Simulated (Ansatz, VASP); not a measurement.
# One calculation of GaSb3, two programs

```
Ga Sb
1.0
    -0.03648    3.64789    3.64789
     3.64789   -0.03648    3.64789
     3.61141    3.61141    0.00000
Ga Sb
1 3
Cartesian
  0.0000 0.0000 0.0000
  1.8057 1.8057 1.8239
  5.4171 5.4171 5.4718
  3.6114 3.6114 3.6479
```

Change from the starting cell: strain -0.0200 x Voigt [0, 0, 0, 0, 0, 1], atoms carried along.

Alike in both runs: task single point; functional PBE; dispersion D3(BJ); k mesh 12 × 12 × 12; occupations gaussian, width 0.15 eV; no spin polarisation.

```csv
,VASP,Ansatz
version,VASP 6.6.1,Ansatz 0.2.0
potentials or method,"VASP PAW PBE potentials, release 64 (Ga_d, Sb), cutoff 520 eV","scalar-relativistic, plane waves, PAW"
valence electrons in the cell,28,58
```

VASP gave:

| Quantity | Value |
| --- | --- |
| gap on the k mesh at the Fermi level (eV) | none |
| pressure (GPa) | 0.3 |
| traceless stress, the component that is largest in VASP (GPa) | 0.61 |
| rms of the force components (eV/Å) | 0.027 |

Q: Which values does Ansatz return?

A: gap on the k mesh at the Fermi level (eV): none; pressure (GPa): 0.4; traceless stress, the component that is largest in VASP (GPa): 0.60; rms of the force components (eV/Å): 0.027.

Atom by atom the forces differ by 0.000 eV/Å (rms over components). A gap of «none» marks a metal or a gap that the smearing closes. VASP's potentials hold 28 valence electrons a cell and Ansatz's 58, so a difference there can come from the potentials and not from the codes.

Spin-orbit coupling is off throughout.
